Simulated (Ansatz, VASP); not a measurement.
## Two plane-wave programs on SnSe2

```
Sn Se
1.0
     3.81100    0.00000    0.00000
    -1.90550    3.30042    0.00000
     0.00000    0.00000    6.13700
Sn Se
1 2
Direct
  0.02634 0.01928 0.00000
  0.31354 0.65217 0.25000
  0.64687 0.31884 0.75000
```

Change from the starting cell: mode 6 (162.7 1/cm) frozen in, largest displacement +0.090 Å.

Alike in both runs: task single point; functional PBE; dispersion D3(BJ); k mesh 12 × 12 × 6; occupations gaussian, width 0.05 eV; no spin polarisation.

|  | VASP | Ansatz |
| --- | --- | --- |
| version | VASP 6.6.1 | Ansatz 0.2.0 |
| potentials or method | VASP PAW PBE potentials, release 64 (Sn_d, Se), cutoff 520 eV | scalar-relativistic, plane waves, PAW |
| valence electrons in the cell | 26 | 46 |

VASP gave:

```
gap on the k mesh at the Fermi level (eV)                     : 0.69
least direct gap on the mesh (eV)                             : 1.05
pressure (GPa)                                                : 3.7
traceless stress, the component that is largest in VASP (GPa) : 1.13
rms of the force components (eV/Å)                            : 0.606
```

Which values does Ansatz return?

gap on the k mesh at the Fermi level (eV): 0.69; least direct gap on the mesh (eV): 1.07; pressure (GPa): 3.6; traceless stress, the component that is largest in VASP (GPa): 1.13; rms of the force components (eV/Å): 0.600.

Atom by atom the forces differ by 0.008 eV/Å (rms over components). VASP's potentials hold 26 valence electrons a cell and Ansatz's 46, so a difference there can come from the potentials and not from the codes.
